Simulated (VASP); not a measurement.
# MnS (F-43m) in VASP: a series of runs

MnS is run at these levels: PBEsol+D4; tasks: single point.

All numbers are computed with VASP 6.6.1; they aren't measurements. Logs are shortened: lines on timing, memory, paths and dates and some standing lists are left out, and cuts for length are marked.

**1. The cell of the first run**

The structure is cubic, space group F-43m (No. 216). Conventional cell: a = 5.600 Å, b = 5.600 Å, c = 5.600 Å, α = 90.00°, β = 90.00°, γ = 90.00°. Mn (site symmetry -43m) has 4 S at 2.42 Å within 3.2 Å. S (site symmetry -43m) has 4 Mn at 2.42 Å within 3.2 Å.

**2. Single point, PBEsol+D4, collinear spin, zero start**

INCAR

```
PREC     = Accurate       # precision mode
ENCUT    = 520            # plane-wave cutoff, eV
EDIFF    = 1E-7           # SCF threshold, eV
ISMEAR   = 1              # smearing method
SIGMA    = 0.15           # smearing width, eV
LREAL    = False          # projectors in reciprocal space
LASPH    = True           # aspherical terms in the spheres
NELM     = 150            # most SCF steps
ALGO     = Normal         # electronic algorithm
ISIF     = 2              # what is computed and relaxed
LWAVE    = False          # write WAVECAR
LCHARG   = True           # write CHGCAR
ISPIN    = 2              # spin polarisation
MAGMOM   = 0 0            # initial moments
LORBIT   = 11             # projections on sites
NUPDOWN  = 0.0            # fixed moment
LMAXMIX  = 4              # l up to which the mixer works
GGA      = PS             # functional
IVDW     = 13             # dispersion correction
LELF     = True           # ELF
LVHAR    = True         
NBANDS   = 20             # bands
```

KPOINTS

```
regular mesh
0
Gamma
  6 6 6
```

POSCAR

```
MnS
1.0
    0.0000000000      2.8000000000      2.8000000000
    2.8000000000      0.0000000000      2.8000000000
    2.8000000000      2.8000000000      0.0000000000
Mn S
1 1
Direct
    0.0000000000      0.0000000000      0.0000000000
    0.2500000000      0.2500000000      0.2500000000
```

Potentials or basis: VASP PAW PBE potentials, release 64 (Mn_pv, S).

The run is started by

```console
cat potpaw_PBE.64/Mn_pv/POTCAR potpaw_PBE.64/S/POTCAR > POTCAR
mpirun -np 1 vasp_std > vasp.out
```

OUTCAR:

```text
PREC = Accurate
   ENCUT = 520
   EDIFF = 1E-7
   ISMEAR = 1
   LREAL = False
   LASPH = True
   NELM = 150
   ISIF = 2
   ISPIN = 2
   LORBIT = 11
   NUPDOWN = 0.0
   GGA = PS
   IVDW = 13

 ion  position               nearest neighbor table
   1  0.000  0.000  0.000-   2 2.42   2 2.42   2 2.42   2 2.42
   2  0.250  0.250  0.250-   1 2.42   1 2.42   1 2.42   1 2.42

  LATTYP: Found a face centered cubic cell.
 ALAT       =     5.6000000000

  Lattice vectors:

 A1 = (   0.0000000000,   2.8000000000,   2.8000000000)
 A2 = (   2.8000000000,   0.0000000000,   2.8000000000)
 A3 = (   2.8000000000,   2.8000000000,   0.0000000000)

Analysis of symmetry for initial positions (statically):
=====================================================================
 Subroutine PRICEL returns:
 Original cell was already a primitive cell.

 Routine SETGRP: Setting up the symmetry group for a
 face centered cubic supercell.

 Subroutine GETGRP returns: Found 24 space group operations
 (whereof 24 operations were pure point group operations)
 out of a pool of 48 trial point group operations.

The static configuration has the point symmetry T_d .

Analysis of symmetry for dynamics (positions and initial velocities):
=====================================================================
 Subroutine PRICEL returns:
 Original cell was already a primitive cell.

 Routine SETGRP: Setting up the symmetry group for a
 face centered cubic supercell.

 Subroutine GETGRP returns: Found 24 space group operations
 (whereof 24 operations were pure point group operations)
 out of a pool of 48 trial point group operations.

The dynamic configuration has the point symmetry T_d .

Analysis of structural, dynamic, and magnetic symmetry:
=====================================================================
 Subroutine PRICEL returns:
 Original cell was already a primitive cell.

 Routine SETGRP: Setting up the symmetry group for a
 face centered cubic supercell.

 Subroutine GETGRP returns: Found 24 space group operations
 (whereof 24 operations were pure point group operations)
 out of a pool of 48 trial point group operations.

The overall configuration has the point symmetry T_d .

 Subroutine INISYM returns: Found 24 space group operations
 (whereof 24 operations are pure point group operations),
 and found     1 'primitive' translations

[... 106 lines left out ...]
  volume/ion in A,a.u.               =      21.95       148.14
  Fermi-wavevector in a.u.,A,eV,Ry     =   1.238297  2.340041 20.862879  1.533378
  Thomas-Fermi vector in A             =   2.372828
   LORBIT       =     11    0 simple, 1 ext, 2 COOP (PROOUT), +10 PAW based schemes
   GGA     = PS    functional components
   LHFCALC =     F    Hartree Fock is set to
   AEXX    =    0.0000 exact exchange contribution
   IVDW    =    13    specifies the selected vdW correction
   LEPSILON=     F    determine dielectric tensor
   LRPA    =     F    only Hartree local field effects (RPA)
 spin polarized calculation
 Methfessel and Paxton  Order N= 1 SIGMA  =   0.15
  energy-cutoff  :      520.00
  volume of cell :       43.90
 maximum number of plane-waves:      1243
 NGX is ok and might be reduce to    30
   NGX = 15   NGY = 15   NGZ = 15

 number of electron      18.9999990 magnetization      -0.0000000

 number of electron      18.9999990 magnetization       0.0000000

 Free energy of the ion-electron system (eV)
  ---------------------------------------------------
  ext. energy  EPLUGINS =         0.00000000
  ---------------------------------------------------
  free energy    TOTEN  =       -13.22406230 eV

  energy without entropy =      -13.22615400  energy(sigma->0) =      -13.22475954

 E-fermi :   3.6284     XC(G=0):  -9.6303

 val. band max:        3.6219121579   @ k =  -0.3333   0.3333   0.0000
 cond. band min:       3.6364147290   @ k =  -0.3333   0.1667   0.0000
 fundamental gap:      0.0145025712
 Fermi energy:         3.6284390144

 spin component 1

 k-point     1 :       0.0000    0.0000    0.0000
  band No.  band energies     occupation
      1     -43.9167      1.00000
      2     -43.9167      1.00000
      3     -43.9167      1.00000
      4      -9.8781      1.00000
      5       0.1650      1.00000
      6       0.1650      1.00000
[... 344 lines left out ...]
      6      -0.1685      1.00000
[... 12 lines left out ...]
     19      17.1840      0.00000
     20      17.4355      0.00000
 Fermi energy:         3.6284317146

 spin component 2

 k-point     1 :       0.0000    0.0000    0.0000
  band No.  band energies     occupation
      1     -43.9167      1.00000
      2     -43.9167      1.00000
      3     -43.9167      1.00000
      4      -9.8781      1.00000
      5       0.1650      1.00000
      6       0.1650      1.00000
[... 357 lines left out ...]
     19      17.1840      0.00000
     20      17.4355      0.00000

------------------------ aborting loop because EDIFF is reached ----------------------------------------

  DFT-D4 for vdW energy calculation

  Edisp (eV):   -0.38052

  FORCE on cell =-STRESS in cart. coord.  units (eV):
  Direction    XX          YY          ZZ          XY          YZ          ZX
  --------------------------------------------------------------------------------------
  -------------------------------------------------------------------------------------
  Total      -7.02074    -7.02074    -7.02074     0.00000     0.00000     0.00000
  in kB    -256.20596  -256.20596  -256.20596     0.00000     0.00000     0.00000
  external pressure =     -256.21 kB  Pullay stress =        0.00 kB

 VOLUME and BASIS-vectors are now :
 -----------------------------------------------------------------------------
  energy-cutoff  :      520.00
  volume of cell :       43.90
      direct lattice vectors                 reciprocal lattice vectors
     0.000000000  2.800000000  2.800000000    -0.178571429  0.178571429  0.178571429
     2.800000000  0.000000000  2.800000000     0.178571429 -0.178571429  0.178571429
     2.800000000  2.800000000  0.000000000     0.178571429  0.178571429 -0.178571429

 POSITION                                       TOTAL-FORCE (eV/Angst)
 -----------------------------------------------------------------------------------
      0.00000      0.00000      0.00000         0.000000      0.000000      0.000000
      1.40000      1.40000      1.40000        -0.000000     -0.000000     -0.000000
 -----------------------------------------------------------------------------------
    total drift:                               -0.000000     -0.000000     -0.000000

  FREE ENERGIE OF THE ION-ELECTRON SYSTEM (eV)
  ---------------------------------------------------
  free  energy   TOTEN  =       -13.6045866336 eV

  energy  without entropy=      -13.6066783310  energy(sigma->0) =      -13.60528387

 total charge

# of ion       s       p       d       tot
------------------------------------------
    1        0.239   6.154   5.100  11.492
    2        1.313   2.271   0.000   3.584
--------------------------------------------------
tot          1.551   8.425   5.100  15.076

 magnetization (x)

# of ion       s       p       d       tot
------------------------------------------
    1       -0.000   0.000  -0.000  -0.000
    2        0.000  -0.000   0.000  -0.000
--------------------------------------------------
tot          0.000  -0.000  -0.000  -0.000
```

stdout:

```text
POSCAR found type information on POSCAR MnS
 POSCAR found :  2 types and       2 ions
 scaLAPACK will be used
 -----------------------------------------------------------------------------
|                                                                             |
|                                                                             |
|     You enforced a specific xc type in the INCAR file but a different       |
|     I HOPE YOU KNOW WHAT YOU ARE DOING!                                     |
|                                                                             |
 -----------------------------------------------------------------------------

 LDA part: xc-table for (Slater+PW92), standard interpolation
 POSCAR, INCAR and KPOINTS ok, starting setup
 FFT: planning ... GRIDC
 FFT: planning ... GRID_SOFT
 FFT: planning ... GRID
 WAVECAR not read
 entering main loop
```

Run time: 76 s. Hardware: 1 thread of Intel Xeon 8259CL, shared host; peak memory 0.19 GiB.

Results:

```
Free energy                                           : -13.6046 eV
Pressure                                              : -25.6 GPa
Net moment                                            : 0.00 μB per cell
Valence electrons inside the program's atomic spheres : Mn 11.49; S 3.58
Dispersion energy per atom                            : -0.190 eV
```

Caveat: the cell stands under tension; the PAW data sets were made with another functional, which shifts forces and pressure a little; the total moment is fixed, so each spin has its own Fermi level.

**3. Single point, PBEsol+D4, collinear spin, ferromagnetic start**

INCAR

```
SYSTEM = MnS
PREC = Accurate
ENCUT = 520
EDIFF = 1E-7
ISMEAR = 1
SIGMA = 0.15
LREAL = .False.
LASPH = .True.
NELM = 150
ALGO = Normal
ISIF = 2
LWAVE = .False.
LCHARG = .True.
ISPIN = 2
MAGMOM = 1.36 -0.1
LORBIT = 11
NUPDOWN = 1.2
LMAXMIX = 4
GGA = PS
IVDW = 13
LELF = .True.
LVHAR = .True.
NBANDS = 20
```

KPOINTS

```
regular mesh
0
Gamma
  6 6 6
  0 0 0
```

POSCAR is that of step 2.

Potentials or basis: VASP PAW PBE potentials, release 64 (Mn_pv, S).

The run is started by

```console
cat potpaw_PBE.64/Mn_pv/POTCAR potpaw_PBE.64/S/POTCAR > POTCAR
mpirun -np 1 vasp_std > vasp.out
```

Wall time 87 s (1 thread of Intel Xeon 8259CL, shared host); peak memory 0.19 GiB.

The run converged. Its results:

* Free energy: -13.7303 eV
* Pressure: -23.6 GPa
* Net moment: 1.20 μB per cell
* Site moments: Mn +1.28; S -0.08 μB
* Valence electrons inside the program's atomic spheres: Mn 11.48; S 3.59
* Dispersion energy per atom: -0.190 eV

Caveat: the cell stands under tension; the PAW data sets were made with another functional, which shifts forces and pressure a little; the total moment is fixed, so each spin has its own Fermi level; a cell with one magnetic atom can't hold antiferromagnetic order, which such compounds often take.

[end of part 1 of 2]
